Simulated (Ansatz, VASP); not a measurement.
ZrC: VASP beside Ansatz

File POSCAR:

```
ZrC
1.0
    0.0000000000      2.1954715183      2.1954715183
    2.1954715183      0.0000000000      2.1954715183
    2.1954715183      2.1954715183      0.0000000000
Zr C
1 1
Direct
    0.5000000000      0.5000000000      0.5000000000
    0.0000000000      0.0000000000      0.0000000000
```

The input INCAR.step1:

```
SYSTEM = ZrC
PREC     = Accurate       ! precision mode
ENCUT    = 520            ! plane-wave cutoff, eV
ISMEAR   = -1             ! smearing method
SIGMA    = 0.05           ! smearing width, eV
LREAL    = .False.        ! projectors in reciprocal space
LASPH    = .True.         ! aspherical terms in the spheres
NELM     = 80             ! most SCF steps
NBANDS   = 15             ! bands
GGA      = PE             ! functional
ALGO     = Normal         ! electronic algorithm
EDIFF    = 1E-4           ! SCF threshold, eV
LWAVE    = .True.         ! write WAVECAR
LCHARG   = .False.        ! write CHGCAR
```

INCAR.step2

```
SYSTEM = ZrC
PREC     = Accurate       ! precision mode
ENCUT    = 520            ! plane-wave cutoff, eV
EDIFF    = 1E-8           ! SCF threshold, eV
ISMEAR   = -1             ! smearing method
SIGMA    = 0.05           ! smearing width, eV
LREAL    = .False.        ! projectors in reciprocal space
LASPH    = .True.         ! aspherical terms in the spheres
NELM     = 80             ! most SCF steps
ALGO     = Normal         ! electronic algorithm
ISIF     = 2              ! what is computed and relaxed
LWAVE    = .False.        ! write WAVECAR
LCHARG   = .False.        ! write CHGCAR
METAGGA  = R2SCAN         ! meta-GGA
LMIXTAU  = .True.       
LEFG     = .True.       
NBANDS   = 15             ! bands
ISTART   = 1
```

KPOINTS

```
regular mesh
0
Gamma
  13 13 13
  0 0 0
```

Input for Ansatz:

```yaml
crystal:
  lattice:
    - [0.0, 2.1954715183, 2.1954715183]
    - [2.1954715183, 0.0, 2.1954715183]
    - [2.1954715183, 2.1954715183, 0.0]
  atoms:
    - { symbol: Zr, position: [0.5, 0.5, 0.5] }
    - { symbol: C, position: [0.0, 0.0, 0.0] }
kpoints:
  mp_grid: { grid: [13, 13, 13] }
  band_path:
    path:
      - [0.0, 0.0, 0.0]
      - [0.5, 0.0, 0.5]
      - [0.625, 0.25, 0.625]
      - [0.375, 0.375, 0.75]
      - [0.0, 0.0, 0.0]
      - [0.5, 0.5, 0.5]
      - [0.5, 0.25, 0.75]
      - [0.5, 0.0, 0.5]
    npoints: 6
scf:
  occupations: { method: fermi_dirac, width: 0.05 }
hamiltonian:
  xc: r2scan
  pseudopotentials: { kind: paw }
output:
  forces: true
  stress: true
  eigenvalues: true
  efg: { contact_densities: true }
  populations: true
```

Change from the starting cell: volume scaled by 0.8, PAW files.

Alike in both runs: task electric field gradients; functional r2SCAN; k mesh 13 × 13 × 13; occupations fermi-dirac, width 0.05 eV; no spin polarisation.

```csv
,VASP,Ansatz
version,VASP 6.6.1,Ansatz 0.2.0
potentials or method,"VASP PAW PBE potentials, release 64 (Zr_sv, C)","PAW with Ansatz's default frozen-core files, scalar-relativistic"
plane-wave cutoff (eV),520,500
valence electrons in the cell,16,16
```

|  | VASP | Ansatz | Ansatz less VASP |
| --- | --- | --- | --- |
| pressure (GPa) | 74.2 | 73.7 | -0.45 |

VASP's potentials were made for PBE, not for r2SCAN. Both programs put the cell under a high pressure, so it lies far from rest at this level.

Noted on VASP's run: the cell as given lies far from equilibrium.
